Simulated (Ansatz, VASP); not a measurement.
Two plane-wave programs on CdS

```
Cd S
1.0
     0.00000    2.75324    2.75324
     2.75324    0.00000    2.75324
     2.75324    2.75324    0.00000
Cd S
1 1
Cartesian
  0.0000 0.0000 0.0000
  2.7532 2.7532 2.7532
```

Alike in both runs: functional RPBE; k mesh 8 × 8 × 8; occupations fermi-dirac, width 0.05 eV; no spin polarisation.

|  | VASP | Ansatz |
| --- | --- | --- |
| version | VASP 6.6.1 | Ansatz 0.2.0 |
| potentials or method | VASP PAW PBE potentials, release 64 (Cd, S) | Ansatz PAW |
| plane-wave cutoff (eV) | 520 | 420 |
| valence electrons in the cell | 18 | 26 |
| task | single point | band structure |

Ansatz gave:

- gap on the k mesh at the Fermi level (eV): 0.38
- least direct gap on the mesh (eV): 1.69
- pressure (GPa): 2.1

Question: Estimate VASP's values.

Answer: gap on the k mesh at the Fermi level (eV): 0.37; least direct gap on the mesh (eV): 1.66; pressure (GPa): 2.5.

VASP's potentials were made for PBE, not for RPBE. VASP's potentials hold 18 valence electrons a cell and Ansatz's 26, so a difference there can come from the potentials and not from the codes.
